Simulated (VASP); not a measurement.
Set up this calculation in VASP 6.6.1, as the native input.

```
Task                   : single point
Functional             : PBE
Potentials or basis    : VASP PAW PBE potentials, release 64 (Cu, O)
Cutoff                 : 520 eV
k mesh                 : 16 × 16 × 10
Occupations            : gaussian, width 0.15 eV
Spin                   : no spin polarisation
Dipole correction      : no
Further INCAR settings : ALGO = Fast; EDIFF = 1e-06; NBANDS = 25
```

The structure of CuO lies in POSCAR:

```
CuO
1.0
    2.0814198224     -2.0824189793      0.1629652982
    2.0814198224      2.0824189793      0.1629652982
   -0.4035322497      0.0000000000      5.1352739038
Cu O
2 2
Direct
    0.0000000000      0.5000000000      0.0000000000
    0.5000000000      0.0000000000      0.5000000000
    0.5456640097      0.4374508894      0.1629066292
    0.4999171503      0.5000828497      0.7500000000
```

This cell differs from its parent crystal: atom 3 (O) moved by (-0.225, -0.450) A along y and z.

The input as run:

INCAR

```
  PREC = Accurate
  ENCUT = 520
  EDIFF = 1E-6
  ISMEAR = 0
  SIGMA = 0.15
  LREAL = False
  LASPH = True
  NELM = 80
  ALGO = Fast
  ISIF = 2
  LWAVE = False
  LCHARG = False
  GGA = PE
  NBANDS = 25
```

KPOINTS

```
Automatic mesh
0
Gamma
  16 16 10
```

Potentials or basis: VASP PAW PBE potentials, release 64 (Cu, O).

The run is started by

```bash
$ cat potpaw_PBE.64/Cu/POTCAR potpaw_PBE.64/O/POTCAR > POTCAR
$ mpirun -np 1 vasp_std > vasp.out
```

It gave:

- Pressure: 18.5 GPa
- Largest force: 9.669 eV/Å
- Band gap on the k mesh: zero (bands 17 and 18 overlap by 0.75 eV)

Caveat: the cell differs from its parent crystal (atom 3 (O) moved by (-0.225, -0.450) A along y and z); the cell stands under pressure; semilocal functionals often make such compounds metallic where correlation or magnetic order opens a gap, which also shifts bond lengths; forces of over 1 eV/Å act on the atoms, so gaps and moduli don't describe the material at rest.

It took 30 min on 1 thread of Oxide Virtual Turin-like Processor (shared host), peak memory 1.1 GiB.
